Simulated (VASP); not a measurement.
# Ni (Fm-3m) in VASP: further runs

Runs on Ni. Level: PBE+U. Tasks: single point.

Program: VASP 6.6.1. These are calculated values, not measurements. Logs are shortened: lines on timing, memory, paths and dates and some standing lists are left out, and cuts for length are marked.

### Step 1. The cell of the first run

It takes space group Fm-3m (No. 225, cubic). The conventional cell has a = 3.537 Å, b = 3.537 Å, c = 3.537 Å, α = 90.00°, β = 90.00°, γ = 90.00°. Within 3.3 Å of Ni (site symmetry m-3m) lie 12 Ni at 2.50 Å.

### Step 2. Single point, PBE+U, collinear spin, ferromagnetic start

INCAR

```
PREC = Accurate
ENCUT = 520
EDIFF = 1E-6
ISMEAR = -1
SIGMA = 0.1
LREAL = False
LASPH = True
NELM = 150
ALGO = Normal
ISIF = 2
LWAVE = False
LCHARG = False
ISPIN = 2
MAGMOM = 2
LORBIT = 11
LMAXMIX = 4
LDAU = True
LDAUTYPE = 2
LDAUL = 2
LDAUU = 4.8
LDAUJ = 0
LDAUPRINT = 1
GGA = PE
NBANDS = 15
```

KPOINTS

```
regular mesh
0
Gamma
  13 13 13
```

POSCAR

```
Ni
1.0
    0.0000000000      1.7685500000      1.7685500000
    1.7685500000      0.0000000000      1.7685500000
    1.7685500000      1.7685500000      0.0000000000
Ni
1
Direct
    0.0000000000      0.0000000000      0.0000000000
```

Potentials or basis: VASP PAW PBE potentials, release 64 (Ni).

Launch:

```
$ cat potpaw_PBE.64/Ni/POTCAR > POTCAR
$ mpirun -np 1 vasp_std > vasp.out
```

OUTCAR:

```text
PREC = Accurate
   ENCUT = 520
   EDIFF = 1E-6
   ISMEAR = -1
   LREAL = False
   LASPH = True
   NELM = 150
   ISIF = 2
   ISPIN = 2
   LORBIT = 11
   GGA = PE

 ion  position               nearest neighbor table
   1  0.000  0.000  0.000-

  LATTYP: Found a face centered cubic cell.
 ALAT       =     3.5371000000

  Lattice vectors:

 A1 = (   0.0000000000,   1.7685500000,   1.7685500000)
 A2 = (   1.7685500000,   0.0000000000,   1.7685500000)
 A3 = (   1.7685500000,   1.7685500000,   0.0000000000)

Analysis of symmetry for initial positions (statically):
=====================================================================
 Subroutine PRICEL returns:
 Original cell was already a primitive cell.

 Routine SETGRP: Setting up the symmetry group for a
 face centered cubic supercell.

 Subroutine GETGRP returns: Found 48 space group operations
 (whereof 48 operations were pure point group operations)
 out of a pool of 48 trial point group operations.

The static configuration has the point symmetry O_h .

Analysis of symmetry for dynamics (positions and initial velocities):
=====================================================================
 Subroutine PRICEL returns:
 Original cell was already a primitive cell.

 Routine SETGRP: Setting up the symmetry group for a
 face centered cubic supercell.

 Subroutine GETGRP returns: Found 48 space group operations
 (whereof 48 operations were pure point group operations)
 out of a pool of 48 trial point group operations.

The dynamic configuration has the point symmetry O_h .

Analysis of structural, dynamic, and magnetic symmetry:
=====================================================================
 Subroutine PRICEL returns:
 Original cell was already a primitive cell.

 Routine SETGRP: Setting up the symmetry group for a
 face centered cubic supercell.

 Subroutine GETGRP returns: Found 48 space group operations
 (whereof 48 operations were pure point group operations)
 out of a pool of 48 trial point group operations.

The overall configuration has the point symmetry O_h .

 Subroutine INISYM returns: Found 48 space group operations
 (whereof 48 operations are pure point group operations),
 and found     1 'primitive' translations

----------------------------------------------------------------------------------------

                                     Primitive cell

  volume of cell :      11.0632

  direct lattice vectors                    reciprocal lattice vectors
     0.000000000  1.768550000  1.768550000    -0.282717480  0.282717480  0.282717480
     1.768550000  0.000000000  1.768550000     0.282717480 -0.282717480  0.282717480
     1.768550000  1.768550000  0.000000000     0.282717480  0.282717480 -0.282717480

  length of vectors
     2.501107396  2.501107396  2.501107396     0.489681040  0.489681040  0.489681040

  position of ions in fractional coordinates (direct lattice)
     0.000000000  0.000000000  0.000000000

  ion indices of the primitive-cell ions
   primitive index   ion index
                 1           1

----------------------------------------------------------------------------------------

 KPOINTS: regular mesh

Automatic generation of k-mesh.
 Grid dimensions read from file:
 generate k-points for:   13   13   13

 Generating k-lattice:

  Cartesian coordinates                     Fractional coordinates (reciprocal lattice)
    -0.021747498  0.021747498  0.021747498     0.076923077  0.000000000  0.000000000
     0.021747498 -0.021747498  0.021747498     0.000000000  0.076923077  0.000000000
     0.021747498  0.021747498 -0.021747498     0.000000000  0.000000000  0.076923077

  Length of vectors
     0.037667772  0.037667772  0.037667772
[... 52 lines left out ...]
   ENCUT  =  520.0 eV  38.22 Ry    6.18 a.u.   4.65  4.65  4.65*2*pi/ulx,y,z
   NELM   =    150;   NELMIN=  2; NELMDL= -5     # of ELM steps
   EDIFF  = 0.1E-05   stopping-criterion for ELM
   LREAL  =      F    real-space projection
   EDIFFG = 0.1E-04   stopping-criterion for IOM
   NSW    =      0    number of steps for IOM
   IBRION =     -1    ionic relax: 0-MD 1-quasi-New 2-CG
   NFREE  =      0    steps in history (QN), initial steepest desc. (CG)
   ISIF   =      2    stress and relaxation
   ISYM   =      2    0-nonsym 1-usesym 2-fastsym
   POTIM  = 0.5000    time-step for ionic-motion
   TEBEG  =    0.0;   TEEND  =   0.0 temperature during run
   PSTRESS=    0.0 pullay stress
   NELECT =      10.0000    total number of electrons
   NUPDOWN=      -1.0000    fix difference up-down
   EMIN   =  10.00;   EMAX   =-10.00  energy-range for DOS
   EFERMI =   0.00;   METHOD = LEGACY
   ISMEAR =    -1;   SIGMA  =   0.10  broadening in eV -4-tet -1-fermi 0-gaus
   EFERMI_NEDOS =   21; number of points for ismear=-14 and -15
   IALGO  =     38    algorithm
   IMIX   =      4    mixing-type and parameters
     AMIX     =   0.40;   BMIX     =  1.00
     AMIX_MAG =   1.60;   BMIX_MAG =  1.00
  volume/ion in A,a.u.               =      11.06        74.66
  Fermi-wavevector in a.u.,A,eV,Ry     =   1.582878  2.991206 34.089442  2.505503
  Thomas-Fermi vector in A             =   2.682734
   LORBIT       =     11    0 simple, 1 ext, 2 COOP (PROOUT), +10 PAW based schemes
 LDA+U is selected, type is set to LDAUTYPE =  2
   angular momentum for each species LDAUL =     2
   U (eV)           for each species LDAUU =   4.8
   J (eV)           for each species LDAUJ =   0.0
   GGA     = PE    functional components
   LHFCALC =     F    Hartree Fock is set to
   AEXX    =    0.0000 exact exchange contribution
   IVDW    =     0    specifies the selected vdW correction
   LEPSILON=     F    determine dielectric tensor
   LRPA    =     F    only Hartree local field effects (RPA)
 spin polarized calculation
  energy-cutoff  :      520.00
  volume of cell :       11.06
 maximum number of plane-waves:       307
   NGX =  9   NGY =  9   NGZ =  9

atom =   1  type =  1  l = 2

 onsite density matrix

spin component  1

  0.9372  0.0000 -0.0000 -0.0000  0.0000
  0.0000  0.9372  0.0000 -0.0000 -0.0000
 -0.0000  0.0000  0.9428 -0.0000 -0.0000
 -0.0000 -0.0000 -0.0000  0.9372  0.0000
  0.0000 -0.0000 -0.0000  0.0000  0.9428

spin component  2

  0.6611 -0.0000  0.0000 -0.0000 -0.0000
 -0.0000  0.6611 -0.0000  0.0000  0.0000
  0.0000 -0.0000  0.9128 -0.0000  0.0000
 -0.0000  0.0000 -0.0000  0.6611 -0.0000
 -0.0000  0.0000  0.0000 -0.0000  0.9128

 occupancies and eigenvectors

  o =  0.6611  v =  0.0000  0.0000  0.0000  0.0000  0.0000  0.0000 -0.3245 -0.0000  0.9459 -0.0000      0.0000  0.0000  0.0000  0.0000  0.0000  0.0000  0.0000  0.0000  0.0000  0.0000
  o =  0.6611  v =  0.0000  0.0000  0.0000  0.0000  0.0000  0.0000  0.9459 -0.0000  0.3245 -0.0000      0.0000  0.0000  0.0000  0.0000  0.0000  0.0000  0.0000  0.0000  0.0000  0.0000
  o =  0.6611  v =  0.0000  0.0000  0.0000  0.0000  0.0000  1.0000  0.0000  0.0000  0.0000  0.0000      0.0000  0.0000  0.0000  0.0000  0.0000  0.0000  0.0000  0.0000  0.0000  0.0000
  o =  0.9128  v =  0.0000  0.0000  0.0000  0.0000  0.0000  0.0000 -0.0000 -0.0613  0.0000  0.9981      0.0000  0.0000  0.0000  0.0000  0.0000  0.0000  0.0000  0.0000  0.0000  0.0000
  o =  0.9128  v =  0.0000  0.0000  0.0000  0.0000  0.0000  0.0000 -0.0000 -0.9981 -0.0000 -0.0613      0.0000  0.0000  0.0000  0.0000  0.0000  0.0000  0.0000  0.0000  0.0000  0.0000
  o =  0.9372  v =  0.0000 -0.5483 -0.0000 -0.8363  0.0000  0.0000  0.0000  0.0000  0.0000  0.0000      0.0000  0.0000  0.0000  0.0000  0.0000  0.0000  0.0000  0.0000  0.0000  0.0000
  o =  0.9372  v =  0.0000  0.8363  0.0000 -0.5483 -0.0000  0.0000  0.0000  0.0000  0.0000  0.0000      0.0000  0.0000  0.0000  0.0000  0.0000  0.0000  0.0000  0.0000  0.0000  0.0000
  o =  0.9372  v =  1.0000  0.0000  0.0000  0.0000  0.0000  0.0000  0.0000  0.0000  0.0000  0.0000      0.0000  0.0000  0.0000  0.0000  0.0000  0.0000  0.0000  0.0000  0.0000  0.0000
  o =  0.9428  v =  0.0000  0.0000  0.3661  0.0000  0.9306  0.0000  0.0000  0.0000  0.0000  0.0000      0.0000  0.0000  0.0000  0.0000  0.0000  0.0000  0.0000  0.0000  0.0000  0.0000
  o =  0.9428  v =  0.0000  0.0000 -0.9306  0.0000  0.3661  0.0000  0.0000  0.0000  0.0000  0.0000      0.0000  0.0000  0.0000  0.0000  0.0000  0.0000  0.0000  0.0000  0.0000  0.0000

 number of electron      10.0000009 magnetization       0.7977831

 Free energy of the ion-electron system (eV)
  ---------------------------------------------------
  ext. energy  EPLUGINS =         0.00000000
  ---------------------------------------------------
  free energy    TOTEN  =        -2.55271174 eV

  energy without entropy =       -2.51431181  energy(sigma->0) =       -2.53351177

 E-fermi :   8.7089     XC(G=0): -13.0759

 val. band max:        8.7075768882   @ k =  -0.3077   0.2308   0.0769
 cond. band min:       8.7163325598   @ k =   0.4615   0.2308   0.0769
 fundamental gap:      0.0087556716
 Fermi energy:         8.7088909750

 spin component 1

 k-point     1 :       0.0000    0.0000    0.0000
  band No.  band energies     occupation
      1       0.3099      1.00000
      2       4.9231      1.00000
      3       4.9231      1.00000
      4       4.9231      1.00000
      5       6.2317      1.00000
      6       6.2317      1.00000
      7      32.8256      0.00000
      8      36.3882      0.00000
      9      36.3882      0.00000
     10      36.3882      0.00000
     11      36.5179      0.00000
     12      36.5179      0.00000
[... 841 lines left out ...]
      4       7.1567      1.00000
      5       8.8517      0.19347
      6      10.0951      0.00000
      7      17.0920      0.00000
      8      27.0480      0.00000
      9      29.1010      0.00000
     10      31.4036      0.00000
     11      40.4578      0.00000
     12      40.4989      0.00000
     13      44.1887      0.00000
     14      47.4986      0.00000
     15      56.4040      0.00000

 [... further k-points ...]
[... 5 lines left out ...]
  --------------------------------------------------------------------------------------
  -------------------------------------------------------------------------------------
  Total       -0.5877574     -0.5877574     -0.5877574     -0.0000000      0.0000000     -0.0000000
  in kB      -85.1190322    -85.1190322    -85.1190322     -0.0000000      0.0000000     -0.0000000
  external PRESSURE =     -85.1190322 kB  Pullay stress =       0.0000000 kB

 VOLUME and BASIS-vectors are now :
 -----------------------------------------------------------------------------
  energy-cutoff  :      520.00
  volume of cell :       11.06
      direct lattice vectors                 reciprocal lattice vectors
     0.000000000  1.768550000  1.768550000    -0.282717480  0.282717480  0.282717480
     1.768550000  0.000000000  1.768550000     0.282717480 -0.282717480  0.282717480
     1.768550000  1.768550000  0.000000000     0.282717480  0.282717480 -0.282717480

 POSITION                                       TOTAL-FORCE (eV/Angst)
 -----------------------------------------------------------------------------------
      0.00000      0.00000      0.00000         0.000000      0.000000      0.000000
 -----------------------------------------------------------------------------------
    total drift:                                0.000000      0.000000      0.000000

  FREE ENERGIE OF THE ION-ELECTRON SYSTEM (eV)
  ---------------------------------------------------
  free  energy   TOTEN  =        -2.5527117383 eV

  energy  without entropy=       -2.5143118096  energy(sigma->0) =       -2.53351177

 total charge

# of ion       s       p       d       tot
------------------------------------------
    1        0.477   0.432   8.478   9.386

 magnetization (x)

# of ion       s       p       d       tot
------------------------------------------
    1       -0.012  -0.043   0.890   0.836
```

It took 56 s on 1 thread of Intel Xeon 8259CL, shared host; peak memory 0.14 GiB.

Results:

- Free energy: -2.5527 eV
- Pressure: -8.5 GPa
- Net moment: 0.80 μB per cell
- Site moments: Ni +0.84 μB
- Valence electrons inside the program's atomic spheres: Ni 9.39

Eigenvalues of the final occupation matrices:
| site | spin | trace | eigenvalues |
| --- | --- | --- | --- |
| site 1 d | 1 | 4.70 | 0.94 0.94 0.94 0.94 0.94 |
| site 1 d | 2 | 3.81 | 0.66 0.66 0.66 0.91 0.91 |

Caveat: the U is typed as a test and isn't derived for this compound. The state reached can hang on the start; a lower one may exist.

### Step 3. Single point, PBE+U, collinear spin, ferromagnetic start

INCAR

```
SYSTEM = Ni
PREC = Accurate
ENCUT = 520
EDIFF = 1E-7
ISMEAR = -1
SIGMA = 0.01
LREAL = .False.
LASPH = .True.
NELM = 150
ALGO = Normal
ISIF = 2
LWAVE = .False.
LCHARG = .False.
ISPIN = 2
MAGMOM = 2
LORBIT = 11
LMAXMIX = 4
LDAU = .True.
LDAUTYPE = 2
LDAUL = 2
LDAUU = 4.8
LDAUJ = 0
LDAUPRINT = 1
GGA = PE
NBANDS = 15
```

KPOINTS

```
Automatic mesh
0
Gamma
  13 13 13
  0 0 0
```

POSCAR is that of step 2.

Potentials or basis: VASP PAW PBE potentials, release 64 (Ni).

Launch:

```
$ cat potpaw_PBE.64/Ni/POTCAR > POTCAR
$ mpirun -np 1 vasp_std > vasp.out
```

It took 84 s on 1 thread of Intel Xeon 8259CL, shared host; peak memory 0.15 GiB.

Results (log left out):

- Free energy: -2.5326 eV
- Pressure: -11.0 GPa
- Net moment: 0.80 μB per cell
- Site moments: Ni +0.85 μB
- Valence electrons inside the program's atomic spheres: Ni 9.38

Levels at points of the mesh, in eV from the Fermi level:
Spin up:
```tsv
k point	band 2	band 3	band 4	band 5	band 6	band 7	band 8	band 9
(0.00, 0.00, 0.00)	-3.81	-3.81	-3.81	-2.50	-2.50	24.11	27.67	27.67
```
Spin down:
```tsv
k point	band 3	band 4	band 5	band 6	band 7	band 8
(0.00, 0.00, 0.00)	-1.75	-1.42	-1.42	-1.42	23.73	27.71
```

Eigenvalues of the final occupation matrices:
| site | spin | trace | eigenvalues |
| --- | --- | --- | --- |
| site 1 d | 1 | 4.70 | 0.94 0.94 0.94 0.94 0.94 |
| site 1 d | 2 | 3.81 | 0.66 0.66 0.66 0.91 0.91 |

Caveat: the U is typed as a test and isn't derived for this compound.

(Part 1 of 2 ends here.)
